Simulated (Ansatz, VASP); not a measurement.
Two plane-wave programs on Be4InCu

```
Be In Cu
1.0
     0.00000    3.08188    3.08188
     3.08188    0.00000    3.08188
     3.08188    3.08188    0.00000
Be In Cu
4 1 1
Direct
  0.37630 0.37630 0.37630
  0.87110 0.37630 0.37630
  0.37630 0.37630 0.87110
  0.37630 0.87110 0.37630
  0.00000 0.00000 0.00000
  0.75000 0.75000 0.75000
```

Alike in both runs: task single point; functional PBE; k mesh 6 × 6 × 6; no spin polarisation.

```csv
,VASP,Ansatz
version,VASP 6.6.1,Ansatz 0.2.0
potentials or method,"VASP PAW PBE potentials, release 64 (Be, In_d, Cu), cutoff 520 eV","plane waves, PAW"
occupations,"methfessel-paxton of order 1, width 0.15 eV","cold, width 0.15 eV"
valence electrons in the cell,32,40
```

|  | VASP | Ansatz | Ansatz less VASP |
| --- | --- | --- | --- |
| pressure (GPa) | 15.8 | 15.8 | +0.05 |

VASP's potentials hold 32 valence electrons a cell and Ansatz's 40, so a difference there can come from the potentials and not from the codes.
